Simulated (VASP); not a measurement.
# W3C in VASP: single point with PBE

Aim: the single point of W3C with PBE.

All numbers are computed with VASP 6.6.1; they aren't measurements. Logs are shortened: lines on timing, memory, paths and dates and some standing lists are left out, and cuts for length are marked.

### Step 1. The cell of the first run

The cell holds a slab with vacuum, 4 atoms: a = 2.855 Å, b = 2.855 Å, c = 20.197 Å, α = 90.00°, β = 90.00°, γ = 120.00°.

### Step 2. Single point, PBE

Contents of INCAR:

```
PREC = Accurate
ENCUT = 1000
EDIFF = 1E-6
ISMEAR = 0
SIGMA = 0.1
LREAL = False
LASPH = True
NELM = 120
ALGO = Normal
ISIF = 2
LWAVE = False
LCHARG = False
LDIPOL = True
IDIPOL = 3
DIPOL = 0.5 0.5 0.357
GGA = PE
NBANDS = 31
GGA_COMPAT = False
NELMDL = -8
```

Contents of KPOINTS:

```
regular mesh
0
Gamma
  9 9 1
```

Contents of POSCAR:

```
W3C
1.0
    2.8545944806      0.0000000000      0.0000000000
   -1.4272972403      2.4721513377      0.0000000000
    0.0000000000      0.0000000000     20.1971108355
W C
3 1
Direct
    0.6666666667      0.3333333333      0.1980481284
    0.3333333333      0.6666666667      0.3143337982
    0.0000000000      0.0000000000      0.4306116309
    0.6666666667      0.3333333333      0.4851458540
```

Potentials or basis: VASP PAW PBE potentials, release 64 (W_sv, C_h).

Run with:

```
> cat potpaw_PBE.64/W_sv/POTCAR potpaw_PBE.64/C_h/POTCAR > POTCAR
> mpirun -np 1 vasp_std > vasp.out
```

OUTCAR:

```text
PREC = Accurate
   ENCUT = 1000
   EDIFF = 1E-6
   ISMEAR = 0
   LREAL = False
   LASPH = True
   NELM = 120
   ISIF = 2
   GGA = PE
   NELMDL = -8

 ion  position               nearest neighbor table
   1  0.667  0.333  0.198-   2 2.87   2 2.87   2 2.87
   2  0.333  0.667  0.314-   3 2.87   3 2.87   3 2.87   1 2.87   1 2.87   1 2.87
   3  0.000  0.000  0.431-   4 1.98   4 1.98   4 1.98   2 2.87   2 2.87   2 2.87
   4  0.667  0.333  0.485-   3 1.98   3 1.98   3 1.98

  LATTYP: Found a hexagonal cell.
 ALAT       =     2.8545944806
 C/A-ratio  =     7.0752994770

  Lattice vectors:

 A1 = (   2.8545944806,   0.0000000000,   0.0000000000)
 A2 = (  -1.4272972403,   2.4721513377,   0.0000000000)
 A3 = (   0.0000000000,   0.0000000000,  20.1971108355)

Analysis of symmetry for initial positions (statically):
=====================================================================
 Subroutine PRICEL returns:
 Original cell was already a primitive cell.

 Routine SETGRP: Setting up the symmetry group for a
 hexagonal supercell.

 Subroutine GETGRP returns: Found  6 space group operations
 (whereof  6 operations were pure point group operations)
 out of a pool of 24 trial point group operations.

The static configuration has the point symmetry C_3v.

Analysis of symmetry for dynamics (positions and initial velocities):
=====================================================================
 Subroutine PRICEL returns:
 Original cell was already a primitive cell.

 Routine SETGRP: Setting up the symmetry group for a
 hexagonal supercell.

 Subroutine GETGRP returns: Found  6 space group operations
 (whereof  6 operations were pure point group operations)
 out of a pool of 24 trial point group operations.

The dynamic configuration has the point symmetry C_3v.

 Subroutine INISYM returns: Found  6 space group operations
 (whereof  6 operations are pure point group operations),
 and found     1 'primitive' translations

----------------------------------------------------------------------------------------

                                     Primitive cell

  volume of cell :     142.5308

  direct lattice vectors                    reciprocal lattice vectors
     2.854594481  0.000000000  0.000000000     0.350312455  0.202252990  0.000000000
    -1.427297240  2.472151338  0.000000000     0.000000000  0.404505980  0.000000000
     0.000000000  0.000000000 20.197110835     0.000000000  0.000000000  0.049512032

  length of vectors
     2.854594481  2.854594481 20.197110835     0.404505980  0.404505980  0.049512032

  position of ions in fractional coordinates (direct lattice)
     0.666666667  0.333333333  0.198048128
     0.333333333  0.666666667  0.314333798
     0.000000000  0.000000000  0.430611631
     0.666666667  0.333333333  0.485145854

  ion indices of the primitive-cell ions
   primitive index   ion index
                 1           1
                 2           2
                 3           3
                 4           4

----------------------------------------------------------------------------------------

 KPOINTS: regular mesh

Automatic generation of k-mesh.
 Grid dimensions read from file:
 generate k-points for:    9    9    1

 Generating k-lattice:

  Cartesian coordinates                     Fractional coordinates (reciprocal lattice)
     0.038923606  0.022472554  0.000000000     0.111111111  0.000000000  0.000000000
     0.000000000  0.044945109  0.000000000     0.000000000  0.111111111  0.000000000
     0.000000000  0.000000000  0.049512032     0.000000000  0.000000000  1.000000000

  Length of vectors
     0.044945109  0.044945109  0.049512032

  Shift w.r.t. Gamma in fractional coordinates (k-lattice)
     0.000000000  0.000000000  0.000000000

 Subroutine IBZKPT returns following result:
 ===========================================

 Found     12 irreducible k-points:

 Following reciprocal coordinates:
            Coordinates               Weight
  0.000000  0.000000  0.000000      1.000000
  0.111111 -0.000000  0.000000      6.000000
  0.222222 -0.000000  0.000000      6.000000
  0.333333  0.000000  0.000000      6.000000
  0.444444 -0.000000  0.000000      6.000000
  0.111111  0.111111  0.000000      6.000000
  0.222222  0.111111  0.000000     12.000000
  0.333333  0.111111  0.000000     12.000000
  0.444444  0.111111  0.000000      6.000000
  0.222222  0.222222  0.000000      6.000000
  0.333333  0.222222  0.000000     12.000000
  0.333333  0.333333  0.000000      2.000000
   k-points           NKPTS =     12   k-points in BZ     NKDIM =     12   number of bands    NBANDS=     31
   number of dos      NEDOS =    301   number of ions     NIONS =      4
   total plane-waves  NPLWV = 189000
   dimension x,y,z NGX =    30 NGY =   30 NGZ =  210
   dimension x,y,z NGXF=    60 NGYF=   60 NGZF=  420
   ions per type =               3   1
   NGX,Y,Z   is equivalent  to a cutoff of  17.47, 17.47, 17.29 a.u.
   NGXF,Y,Z  is equivalent  to a cutoff of  34.94, 34.94, 34.57 a.u.
 SYSTEM =  unknown system
   PREC   = accura    normal or accurate (medium, high low for compatibility)
   ISTART =      0    job   : 0-new  1-cont  2-samecut
   ICHARG =      2    charge: 1-file 2-atom 10-const
   ISPIN  =      1    spin polarized calculation?
   LNONCOLLINEAR =      F non collinear calculations
   LSORBIT =      F    spin-orbit coupling
   LASPH  =      T    aspherical Exc in radial PAW
   ENCUT  = 1000.0 eV  73.50 Ry    8.57 a.u.   7.36  7.36 52.08*2*pi/ulx,y,z
   NELM   =    120;   NELMIN=  2; NELMDL= -8     # of ELM steps
   EDIFF  = 0.1E-05   stopping-criterion for ELM
   LREAL  =      F    real-space projection
   EDIFFG = 0.1E-04   stopping-criterion for IOM
   NSW    =      0    number of steps for IOM
   IBRION =     -1    ionic relax: 0-MD 1-quasi-New 2-CG
   NFREE  =      0    steps in history (QN), initial steepest desc. (CG)
   ISIF   =      2    stress and relaxation
   ISYM   =      2    0-nonsym 1-usesym 2-fastsym
   POTIM  = 0.5000    time-step for ionic-motion
   TEBEG  =    0.0;   TEEND  =   0.0 temperature during run
   PSTRESS=    0.0 pullay stress
   NELECT =      46.0000    total number of electrons
   NUPDOWN=      -1.0000    fix difference up-down
   EMIN   =  10.00;   EMAX   =-10.00  energy-range for DOS
   EFERMI =   0.00;   METHOD = LEGACY
   ISMEAR =     0;   SIGMA  =   0.10  broadening in eV -4-tet -1-fermi 0-gaus
   EFERMI_NEDOS =   21; number of points for ismear=-14 and -15
   IALGO  =     38    algorithm
   IMIX   =      4    mixing-type and parameters
     AMIX     =   0.40;   BMIX     =  1.00
     AMIX_MAG =   1.60;   BMIX_MAG =  1.00
  volume/ion in A,a.u.               =      35.63       240.46
  Fermi-wavevector in a.u.,A,eV,Ry     =   1.122943  2.122055 17.156972  1.261002
  Thomas-Fermi vector in A             =   2.259607
   LORBIT       =      0    0 simple, 1 ext, 2 COOP (PROOUT), +10 PAW based schemes
   GGA     = PE    functional components
   LHFCALC =     F    Hartree Fock is set to
   AEXX    =    0.0000 exact exchange contribution
   IVDW    =     0    specifies the selected vdW correction
   LEPSILON=     F    determine dielectric tensor
   LRPA    =     F    only Hartree local field effects (RPA)
 non-spin polarized calculation
 Gauss-broadening in eV      SIGMA  =   0.10
  energy-cutoff  :     1000.00
  volume of cell :      142.53
 maximum number of plane-waves:     10323
 NGX is ok and might be reduce to    30
   NGX = 15   NGY = 15   NGZ =105

 dipolmoment           0.000000      0.000000     -0.005726 electrons x Angstroem

 number of electron      45.9999998 magnetization

 dipolmoment           0.000000      0.000000      0.035698 electrons x Angstroem

 Free energy of the ion-electron system (eV)
  ---------------------------------------------------
  ext. energy  EPLUGINS =         0.00000000
  ---------------------------------------------------
  free energy    TOTEN  =       -43.59032944 eV

  energy without entropy =      -43.56785215  energy(sigma->0) =      -43.57909079

 E-fermi :   0.5592     XC(G=0):  -6.0682

 val. band max:        0.5240314358   @ k =   0.0000   0.0000   0.0000
 cond. band min:       0.6533186299   @ k =   0.2222   0.2222   0.0000
 fundamental gap:      0.1292871942
 Fermi energy:         0.5591816468

 k-point     1 :       0.0000    0.0000    0.0000
  band No.  band energies     occupation
      1     -73.2501      2.00000
      2     -73.2149      2.00000
      3     -73.1360      2.00000
      4     -37.8834      2.00000
      5     -37.5476      2.00000
      6     -37.1772      2.00000
[... 23 lines left out ...]
     30       3.5601      0.00000
     31       4.1948      0.00000

 k-point     2 :       0.1111   -0.0000    0.0000
  band No.  band energies     occupation
      1     -73.2405      2.00000
      2     -73.2064      2.00000
      3     -73.1291      2.00000
      4     -37.8506      2.00000
      5     -37.5420      2.00000
      6     -37.3099      2.00000
[... 23 lines left out ...]
     30       3.6423      0.00000
     31       4.2720      0.00000

 k-point     3 :       0.2222   -0.0000    0.0000
  band No.  band energies     occupation
      1     -73.2161      2.00000
      2     -73.1847      2.00000
      3     -73.1119      2.00000
      4     -37.7764      2.00000
      5     -37.6096      2.00000
      6     -37.5406      2.00000
[... 23 lines left out ...]
     30       3.6111      0.00000
     31       4.3780      0.00000

 k-point     4 :       0.3333    0.0000    0.0000
  band No.  band energies     occupation
      1     -73.1881      2.00000
      2     -73.1597      2.00000
      3     -73.0926      2.00000
      4     -37.9613      2.00000
      5     -37.7006      2.00000
      6     -37.6345      2.00000
[... 227 lines left out ...]
     30       5.6505      0.00000
     31       6.1149      0.00000

 k-point    11 :       0.3333    0.2222    0.0000
  band No.  band energies     occupation
      1     -73.1617      2.00000
      2     -73.1356      2.00000
      3     -73.0749      2.00000
      4     -38.0421      2.00000
      5     -37.7415      2.00000
      6     -37.6783      2.00000
[... 23 lines left out ...]
     30       5.9290      0.00000
     31       7.5453      0.00000

 k-point    12 :       0.3333    0.3333    0.0000
  band No.  band energies     occupation
      1     -73.1568      2.00000
      2     -73.1311      2.00000
      3     -73.0717      2.00000
      4     -37.9211      2.00000
      5     -37.8753      2.00000
      6     -37.6211      2.00000
[... 23 lines left out ...]
     30       5.6105      0.00000
     31       7.7491      0.00000

------------------------ aborting loop because EDIFF is reached ----------------------------------------

 vacuum level on the upper side and lower side of the slab       (xc-potential included)         0.184        -0.722

  FORCE on cell =-STRESS in cart. coord.  units (eV):
  Direction    XX          YY          ZZ          XY          YZ          ZX
  --------------------------------------------------------------------------------------
  -------------------------------------------------------------------------------------
  Total        2.4930713      2.4930713      2.1512294      0.0000000      0.0000000      0.0000000
  in kB       28.0244155     28.0244155     24.1817974      0.0000000      0.0000000      0.0000000
  external PRESSURE =      26.7435428 kB  Pullay stress =       0.0000000 kB

 VOLUME and BASIS-vectors are now :
 -----------------------------------------------------------------------------
  energy-cutoff  :     1000.00
  volume of cell :      142.53
      direct lattice vectors                 reciprocal lattice vectors
     2.854594481  0.000000000  0.000000000     0.350312455  0.202252990  0.000000000
    -1.427297240  2.472151338  0.000000000     0.000000000  0.404505980  0.000000000
     0.000000000  0.000000000 20.197110835     0.000000000  0.000000000  0.049512032

 POSITION                                       TOTAL-FORCE (eV/Angst)
 -----------------------------------------------------------------------------------
      1.42730      0.82405      4.00000        -0.000000     -0.000000     -0.179503
     -0.00000      1.64810      6.34863         0.000000      0.000000     -0.521143
      0.00000      0.00000      8.69711        -0.000000     -0.000000      0.612333
      1.42730      0.82405      9.79854        -0.000000      0.000000      0.088312
 -----------------------------------------------------------------------------------
    total drift:                               -0.000000      0.000000     -0.000034

  FREE ENERGIE OF THE ION-ELECTRON SYSTEM (eV)
  ---------------------------------------------------
  free  energy   TOTEN  =       -43.5903294376 eV

  energy  without entropy=      -43.5678521467  energy(sigma->0) =      -43.57909079

 vacuum level on the upper side and lower side of the slab         6.529         5.571
```

Wall time 11 min (1 thread of Intel Xeon Platinum 8488C (Sapphire Rapids), shared host); peak memory 0.46 GiB.

What came out:

```
Free energy            : -43.5903 eV
Largest force          : 0.612 eV/Å
Band gap on the k mesh : zero (bands 23 and 24 overlap by 1.06 eV)
```

Forces in eV/Å, atoms in the order of the input:
```
W    0.000  0.000 -0.180
W    0.000  0.000 -0.521
W    0.000  0.000  0.612
C    0.000  0.000  0.088
```

Caveat: spin-orbit coupling is left out, which moves the levels of the heavy elements.

The gap in the log of VASP goes by the Fermi energy; the results here count the filled bands.